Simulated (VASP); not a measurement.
# C: electric field gradients with r2SCAN

C:

```
C
1.0
     0.00000    2.09825    3.30275
     1.21140    0.00000    3.30275
     1.21140    2.09825    0.00000
C
2
Direct
  0.16667 0.83333 0.16667
  0.83333 0.16667 0.83333
```

This cell differs from its parent crystal: functional r2scan, volume scaled by 0.96.

```yaml
Program: VASP 6.6.1
Task: electric field gradients
Functional: r2SCAN
Potentials_or_basis: VASP PAW PBE potentials, release 64 (C)
Cutoff: 520 eV
k_mesh: 18 × 18 × 18
Occupations: fermi-dirac, width 0.05 eV
Spin: no spin polarisation
Dipole_correction: no
Further_INCAR_settings: ALGO = Normal; EDIFF = 1e-08; NBANDS = 11
```

| Property | Result |
| --- | --- |
| Pressure | 13.9 GPa |
| Band gap on the k mesh | 0.09 eV, indirect (least direct gap 0.17 eV) |

Stress tensor (GPa, compression positive):
```
19.89  0.00  0.00
 0.00 19.25  0.00
 0.00  0.00  2.46
```

Levels at points of the mesh, in eV from the valence-band top:
| k point | band 2 | band 3 | band 4 | band 5 | band 6 | band 7 |
| --- | --- | --- | --- | --- | --- | --- |
| (0.00, 0.00, 0.00) | -7.20 | -3.14 | -3.11 | 4.47 | 9.04 | 9.13 |
| (0.50, 0.00, 0.00) | -14.30 | -6.88 | -2.57 | 1.83 | 8.24 | 13.49 |
| (0.50, 0.50, 0.00) | -9.35 | -3.15 | -3.12 | 9.01 | 9.08 | 11.47 |
| (0.50, 0.00, 0.50) | -14.39 | -6.85 | -1.70 | 2.81 | 8.48 | 11.95 |
| (0.00, 0.50, 0.50) | -14.20 | -6.91 | -3.32 | 1.02 | 8.02 | 15.02 |

Electric field gradients, principal values (V/Å²):
| atom | least | middle | greatest (by size) |
| --- | --- | --- | --- |
| 1 C | -17.222 | -17.274 | 34.496 |
| 2 C | -17.222 | -17.274 | 34.496 |

Wall time 13 min on 1 thread of AMD EPYC 7R13 Processor (Zen 3), with other jobs on the host, peak memory 0.21 GiB.

Caveat: without QUAD_EFG the Cq values of the log hold for a quadrupole moment of 1 mb, not for the nuclei; the PAW data sets were made with another functional, which shifts forces and pressure a little. A k mesh can miss the band edges.
